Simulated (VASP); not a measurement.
A run of VASP 6.6.1:

Contents of INCAR:

```
PREC = Accurate ; ENCUT = 520
EDIFF = 1E-6 ; ISMEAR = -1
SIGMA = 0.05 ; LREAL = F
LASPH = T ; NELM = 150
ALGO = Fast ; ISIF = 2
LWAVE = F ; LCHARG = F
ISPIN = 2 ; MAGMOM = 0.9 0
LORBIT = 11 ; LMAXMIX = 4
GGA = PS ; NBANDS = 18
```

Contents of KPOINTS:

```
Automatic mesh
0
Gamma
  10 10 9
```

POSCAR

```
AlNi
1.0
    1.9386940000     -1.9531901500      0.0000000000
    1.9386940000      1.9531901500      0.0000000000
    0.0000000000      0.0000000000      3.0994300413
Ni Al
1 1
Direct
    0.5000000000      0.5000000000      0.5000000000
    0.0000000000      0.0000000000      0.0000000000
```

Potentials or basis: VASP PAW PBE potentials, release 64 (Ni, Al).

The run is started by

```bash
$ cat potpaw_PBE.64/Ni/POTCAR potpaw_PBE.64/Al/POTCAR > POTCAR
$ mpirun -np 1 vasp_std > vasp.out
```

Hardware: 1 thread of Intel Xeon 8259CL, with other jobs on the host.

Problem. Estimate the wall time of this run.

Solution. Run time: 3 min on 1 thread of Intel Xeon 8259CL, with other jobs on the host, peak memory 0.21 GiB. Counts: scf iterations 15, k points 155.
